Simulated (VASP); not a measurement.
Here is a VASP 6.6.1 calculation.

File INCAR:

```
ALGO = Normal ; EDIFF = 1E-6
ENCUT = 500 ; GGA = PE
GGA_COMPAT = F ; ISIF = 2
ISMEAR = 0 ; LASPH = T
LCHARG = T ; LELF = T
LREAL = F ; LVHAR = T
LWAVE = F ; NBANDS = 11
NELM = 120 ; PREC = Accurate
SIGMA = 0.1
```

The input KPOINTS:

```
k-points
0
Gamma
  6 6 6
```

File POSCAR:

```
AlP
1.0
    0.0000000000      2.7320000000      2.7320000000
    2.7320000000      0.0000000000      2.7320000000
    2.7320000000      2.7320000000      0.0000000000
Al P
1 1
Direct
    0.0000000000      0.0000000000      0.0000000000
    0.2500000000      0.2500000000      0.2500000000
```

Potentials or basis: VASP PAW PBE potentials, release 64 (Al, P).

Command:

```bash
$ cat potpaw_PBE.64/Al/POTCAR potpaw_PBE.64/P/POTCAR > POTCAR
$ mpirun -np 1 vasp_std > vasp.out
```

Q: Predict the pressure.

A: 2.0 GPa.

Q: Predict the band gap on the k mesh.

A: 1.58 eV, indirect (least direct gap 3.29 eV).

A k mesh can miss the band edges. Expect the measured gap to be larger: semilocal functionals such as PBE lack the derivative discontinuity.
